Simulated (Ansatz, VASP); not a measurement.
## In4Sb3As in VASP and in Ansatz

```
As In Sb
1.0
     4.62136    0.00000    0.00000
     0.00000    4.62136    0.00000
     0.00000    0.00000   13.01696
As In Sb
1 4 3
Direct
  0.00000 0.00000 0.00000
  0.00000 0.50000 0.88737
  0.50000 0.00000 0.62932
  0.00000 0.50000 0.37068
  0.50000 0.00000 0.11263
  0.50000 0.50000 0.75823
  0.00000 0.00000 0.50000
  0.50000 0.50000 0.24177
```

Alike in both runs: task single point; functional PBE; k mesh 4 × 4 × 2; occupations fermi-dirac, width 0.02 eV; no spin polarisation.

|  | VASP | Ansatz |
| --- | --- | --- |
| version | VASP 6.6.1 | Ansatz 0.2.0 |
| potentials or method | VASP PAW PBE potentials, release 64 (As, In_d, Sb) | plane waves, PAW |
| plane-wave cutoff (eV) | 520 | 420 |
| valence electrons in the cell | 72 | 112 |

VASP gave:

- pressure (GPa): 0.1
- rms of the force components (eV/Å): 0.001

Task: Estimate Ansatz's values.

Result: Pressure (GPa): 0.1; rms of the force components (eV/Å): 0.003.

VASP's potentials hold 72 valence electrons a cell and Ansatz's 112, so a difference there can come from the potentials and not from the codes.

Spin-orbit coupling is off throughout.
